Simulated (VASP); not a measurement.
Set up this calculation in VASP 6.6.1, as the native input.

```yaml
Task: electric field gradients
Functional: PBE
Potentials_or_basis: VASP PAW PBE potentials, release 64 (Zn, S)
Cutoff: 520 eV
k_mesh: 8 × 8 × 4
Occupations: gaussian, width 0.05 eV
Spin: no spin polarisation
Dipole_correction: no
Further_INCAR_settings: ALGO = Normal; EDIFF = 1e-08; NBANDS = 26
```

The structure of ZnS lies in POSCAR:

```
ZnS
1.0
    3.8458156497      0.0000000000      0.0000000000
   -1.9229078249      3.3305740510      0.0000000000
    0.0000000000      0.0000000000      6.3039698155
Zn S
2 2
Direct
    0.3333333333      0.6666666667      0.0052008604
    0.6666666667      0.3333333333      0.5052008604
    0.3333333333      0.6666666667      0.3797991396
    0.6666666667      0.3333333333      0.8797991396
```

These files were run (other wordings do the same):

INCAR

```
SYSTEM = ZnS
PREC = Accurate ; ENCUT = 520
EDIFF = 1E-8 ; ISMEAR = 0
SIGMA = 0.05 ; LREAL = .FALSE.
LASPH = .TRUE. ; NELM = 80
ALGO = Normal ; ISIF = 2
LWAVE = .FALSE. ; LCHARG = .FALSE.
GGA = PE ; LEFG = .TRUE.
NBANDS = 26
```

KPOINTS

```
Automatic mesh
0
G
  8 8 4
  0 0 0
```

Potentials or basis: VASP PAW PBE potentials, release 64 (Zn, S).

Command:

```sh
$ cat potpaw_PBE.64/Zn/POTCAR potpaw_PBE.64/S/POTCAR > POTCAR
$ mpirun -np 1 vasp_std > vasp.out
```

It gave:

```yaml
Pressure: 0.1 GPa
Band_gap_on_the_k_mesh: 2.08 eV
Largest_electric_field_gradient_by_atom: Zn +0.6; S +2.5 V/Å²
```

Caveat: without QUAD_EFG the Cq values of the log hold for a quadrupole moment of 1 mb, not for the nuclei.

Wall time 2 min on 1 thread of Intel Xeon 8259CL, with other jobs on the host, peak memory 0.22 GiB.
